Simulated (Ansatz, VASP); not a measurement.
One calculation of BaS, two programs

```
Ba S
1.0
     0.00000    3.28695    3.28695
     3.28695    0.00000    3.28695
     3.28695    3.28695    0.00000
Ba S
1 1
Direct
  0.00000 0.00000 0.00000
  0.50000 0.50000 0.50000
```

Change from the starting cell: hydrostatic strain +2.3%.

Alike in both runs: task single point; functional PBE; k mesh 8 × 8 × 8; occupations fermi-dirac, width 0.02 eV; no spin polarisation.

|  | VASP | Ansatz |
| --- | --- | --- |
| version | VASP 6.6.1 | Ansatz 0.2.0 |
| potentials or method | VASP PAW PBE potentials, release 64 (Ba_sv, S) | plane waves, PAW |
| plane-wave cutoff (eV) | 520 | 420 |
| valence electrons in the cell | 16 | 16 |

|  | VASP | Ansatz | Ansatz less VASP |
| --- | --- | --- | --- |
| gap on the k mesh at the Fermi level (eV) | 2.23 | 2.31 | +0.082 |
| pressure (GPa) | -2.0 | -2.4 | -0.43 |

Spin-orbit coupling is off throughout.
